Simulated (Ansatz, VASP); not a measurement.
Two plane-wave programs on KTaO3

```
K Ta O
1.0
     4.02440    0.00000    0.00000
     0.00000    4.02440    0.00000
     0.00000    0.00000    4.02440
K Ta O
1 1 3
Direct
  0.00000 0.00000 0.00000
  0.50000 0.50000 0.50000
  0.00000 0.50000 0.50000
  0.50000 0.50000 0.00000
  0.50000 0.00000 0.50000
```

Alike in both runs: task single point; functional r2SCAN; k mesh 8 × 8 × 8; occupations gaussian, width 0.05 eV; no spin polarisation.

```csv
,VASP,Ansatz
version,VASP 6.6.1,Ansatz 0.2.0
potentials or method,"VASP PAW PBE potentials, release 64 (K_sv, Ta_pv, O), cutoff 520 eV","scalar-relativistic, plane waves, PAW"
valence electrons in the cell,38,40
```

VASP gave:

```
gap on the k mesh at the Fermi level (eV) : 2.53
least direct gap on the mesh (eV)         : 3.19
pressure (GPa)                            : -4.3
```

Task: What did Ansatz give for the same quantities?

Result: gap on the k mesh at the Fermi level (eV): 2.56; least direct gap on the mesh (eV): 3.21; pressure (GPa): -5.1.

VASP's potentials were made for PBE, not for r2SCAN. The functional is the same, so the differences come from potentials, cutoffs and numerics. VASP's potentials hold 38 valence electrons a cell and Ansatz's 40, so a difference there can come from the potentials and not from the codes.

Spin-orbit coupling is off throughout.
